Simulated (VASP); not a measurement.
A run of VASP 6.6.1 is set up as follows.

File POSCAR:

```
Ta
1.0
    0.0000000000      2.8600000000      2.8600000000
    2.8600000000      0.0000000000      2.8600000000
    2.8600000000      2.8600000000      0.0000000000
Ta
2
Direct
    0.0000000000      0.0000000000      0.0000000000
    0.2500000000      0.2500000000      0.2500000000
```

Contents of INCAR.step1:

```
ALGO = Normal
EDIFF = 1E-4
ENCUT = 600
GGA = PE
ISMEAR = -1
LASPH = True
LCHARG = False
LREAL = False
LWAVE = True
NELM = 100
PREC = Accurate
SIGMA = 0.1
```

The input INCAR.step2:

```
ALGO = Normal
EDIFF = 1E-6
EDIFFG = -0.03
ENCUT = 600
IBRION = 2
ISIF = 3
ISMEAR = -1
ISTART = 1
LASPH = True
LCHARG = False
LMIXTAU = True
LREAL = False
LWAVE = False
METAGGA = R2SCAN
NELM = 100
NSW = 80
PREC = Accurate
SIGMA = 0.1
```

KPOINTS

```
k-points
0
Gamma
  7 7 7
```

Potentials or basis: VASP PAW PBE potentials, release 64 (Ta_pv).

Launch:

```console
$ cat potpaw_PBE.64/Ta_pv/POTCAR > POTCAR
$ cp INCAR.step1 INCAR
$ mpirun -np 1 vasp_std > vasp.out
$ cp INCAR.step2 INCAR
$ mpirun -np 1 vasp_std > vasp.out
```

Question: What does it give for the relaxed cell?

Answer: a = 4.289 Å, b = 4.289 Å, c = 4.289 Å, α = 60.00°, β = 60.00°, γ = 60.00°.

Question: Predict the space group after relaxing (to 0.05 Å).

Answer: Fd-3m (No. 227).

Question: Predict the band gap on the k mesh.

Answer: Zero (band 11 reaches 2.16 eV, above the bottom of band 12 at 1.65 eV).

Question: Estimate the relaxed volume.

Answer: 27.90 Å³/atom.

Final structure:
```
CELL_PARAMETERS angstrom
0.00000 3.03310 3.03310
3.03310 0.00000 3.03310
3.03310 3.03310 0.00000
ATOMIC_POSITIONS crystal
Ta 0.00000 0.00000 0.00000
Ta 0.25000 0.25000 0.25000
```

Caveat: the volume moved by over 15 % at a fixed basis, so the end points are rough; the PAW data sets were made with another functional, which shifts forces and pressure a little; spin-orbit coupling is left out, which moves the levels of the heavy elements.
